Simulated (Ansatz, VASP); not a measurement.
## Al in VASP and in Ansatz

File INCAR:

```
  ALGO = Normal
  EDIFF = 1E-7
  EDIFFG = -0.005
  ENCUT = 500
  GGA = CA
  GGA_COMPAT = F
  IBRION = 2
  ISIF = 3
  ISMEAR = 0
  LASPH = T
  LCHARG = F
  LREAL = F
  LWAVE = F
  NELM = 120
  NELMIN = 4
  NSW = 70
  PREC = Accurate
  SIGMA = 0.1
```

Contents of KPOINTS:

```
k-points
0
Gamma
  18 18 18
```

POSCAR

```
Al
1.0
    0.0000000000      2.0207284191      2.0207284191
    2.0207284191      0.0000000000      2.0207284191
    2.0207284191      2.0207284191      0.0000000000
Al
1
Direct
    0.0000000000      0.0000000000      0.0000000000
```

Input for Ansatz:

```yaml
crystal:
  lattice:
    - [0.0, 2.0207284191, 2.0207284191]
    - [2.0207284191, 0.0, 2.0207284191]
    - [2.0207284191, 2.0207284191, 0.0]
  atoms:
    - { symbol: Al, position: [0.0, 0.0, 0.0] }
basis:
  ecutwfc: 420
kpoints:
  mp_grid: { grid: [18, 18, 18] }
hamiltonian:
  xc: lda
scf:
  occupations: { method: gaussian, width: 0.1 }
output:
  forces: true
  stress: true
  eigenvalues: true
relax:
  adjacent_minimum: "off"
  f_tol: 0.005
  max_steps: 50
  cell: { stress_tol: 0.05 }
```

Alike in both runs: task relaxation of cell and atoms; functional LDA; k mesh 18 × 18 × 18; occupations gaussian, width 0.1 eV; no spin polarisation.

```csv
,VASP,Ansatz
version,VASP 6.6.1,Ansatz 0.2.0
potentials or method,"VASP PAW LDA potentials, release 64 (Al), cutoff 500 eV","scalar-relativistic, plane waves, PAW"
valence electrons in the cell,3,3
```

Ansatz gave:

| Quantity | Value |
| --- | --- |
| gap on the k mesh at the Fermi level, each at its own relaxed structure (eV) | none |
| relaxed volume (Å³/atom) | 15.80 |
| relaxed cell length with the largest relative difference (Å) | 2.817 |

Question: What did VASP give for the same quantities?

Answer: gap on the k mesh at the Fermi level, each at its own relaxed structure (eV): none; relaxed volume (Å³/atom): 15.82; relaxed cell length with the largest relative difference (Å): 2.818.

LDA's correlation is that of Perdew and Zunger in VASP and of Perdew and Wang (1992) in Ansatz. A gap of «none» marks a metal or a gap that the smearing closes.
